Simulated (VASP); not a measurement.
A run of VASP 6.6.1:

The input INCAR:

```
ALGO     = Normal         # electronic algorithm
EDIFF    = 1E-8           # SCF threshold, eV
ENCUT    = 520            # plane-wave cutoff, eV
IBRION   = 8              # ionic algorithm
ISIF     = 2              # what is computed and relaxed
ISMEAR   = -1             # smearing method
LASPH    = True           # aspherical terms in the spheres
LCHARG   = True           # write CHGCAR
LREAL    = False          # projectors in reciprocal space
LWAVE    = False          # write WAVECAR
NBANDS   = 14             # bands
NELM     = 100            # most SCF steps
NSW      = 1              # ionic steps
PREC     = Accurate       # precision mode
SIGMA    = 0.08           # smearing width, eV
```

File KPOINTS:

```
k-points
0
Gamma
  20 20 20
```

Contents of POSCAR:

```
Rh
1.0
    0.0000000000      1.8773353617      1.8773353617
    1.8773353617      0.0000000000      1.8773353617
    1.8773353617      1.8773353617      0.0000000000
Rh
1
Direct
    0.0000000000      0.0000000000      0.0000000000
```

Potentials or basis: VASP PAW LDA potentials, release 64 (Rh_pv).

Run with:

```bash
$ cat potpaw_LDA.64/Rh_pv/POTCAR > POTCAR
$ mpirun -np 1 vasp_std > vasp.out
```

Hardware: 1 thread of Intel(R) Xeon(R) 6975P-C (Granite Rapids), on a shared host.

Question: Estimate the wall time of this run.

Answer: It took 97 s on 1 thread of Intel(R) Xeon(R) 6975P-C (Granite Rapids), with other jobs on the host, peak memory 0.33 GiB. Counts: scf iterations 29, k points 256.
